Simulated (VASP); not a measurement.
Write the native input for VASP 6.6.1 that does the following.

- Task: single point
- Functional: PBE
- Potentials or basis: VASP PAW PBE potentials, release 64 (Ca_sv, Ti_sv)
- Cutoff: 520 eV
- k mesh: 8 × 8 × 8
- Occupations: gaussian, width 0.1 eV
- Spin: no spin polarisation
- Dipole correction: no
- Further INCAR settings: ALGO = Normal; EDIFF = 1e-07; NBANDS = 50

The structure of CaTi6 lies in POSCAR:

```
CaTi6
1.0
    0.0000000000      4.1704016998      4.1704016998
    4.1704016998      0.0000000000      4.1704016998
    4.1704016998      4.1704016998      0.0000000000
Ca Ti
1 6
Direct
    0.0000000000      0.0000000000      0.0000000000
    0.5000000000      0.5000000000      0.0000000000
    0.5000000000      0.0000000000      0.5000000000
    0.0000000000      0.0000000000      0.5000000000
    0.0000000000      0.5000000000      0.0000000000
    0.0000000000      0.5000000000      0.5000000000
    0.5000000000      0.0000000000      0.0000000000
```

These files were run (other wordings do the same):

INCAR

```
SYSTEM = CaTi6
PREC     = Accurate       ! precision mode
ENCUT    = 520            ! plane-wave cutoff, eV
EDIFF    = 1E-7           ! SCF threshold, eV
ISMEAR   = 0              ! smearing method
SIGMA    = 0.1            ! smearing width, eV
LREAL    = .False.        ! projectors in reciprocal space
LASPH    = .True.         ! aspherical terms in the spheres
NELM     = 100            ! most SCF steps
ALGO     = Normal         ! electronic algorithm
ISIF     = 2              ! what is computed and relaxed
LWAVE    = .False.        ! write WAVECAR
LCHARG   = .False.        ! write CHGCAR
GGA      = PE             ! functional
NBANDS   = 50             ! bands
```

KPOINTS

```
Automatic mesh
0
Gamma
  8 8 8
  0 0 0
```

Potentials or basis: VASP PAW PBE potentials, release 64 (Ca_sv, Ti_sv).

Command:

```bash
$ cat potpaw_PBE.64/Ca_sv/POTCAR potpaw_PBE.64/Ti_sv/POTCAR > POTCAR
$ mpirun -np 1 vasp_std > vasp.out
```

Results of the run:

```json
{
 "Pressure": "-0.1 GPa",
 "Band gap on the k mesh": "zero (band 41 reaches 6.81 eV, above the bottom of band 42 at 6.12 eV)"
}
```

Run time: 4.9 min on 1 thread of AMD EPYC 7R13 Processor (Zen 3), on a shared host, peak memory 0.37 GiB.
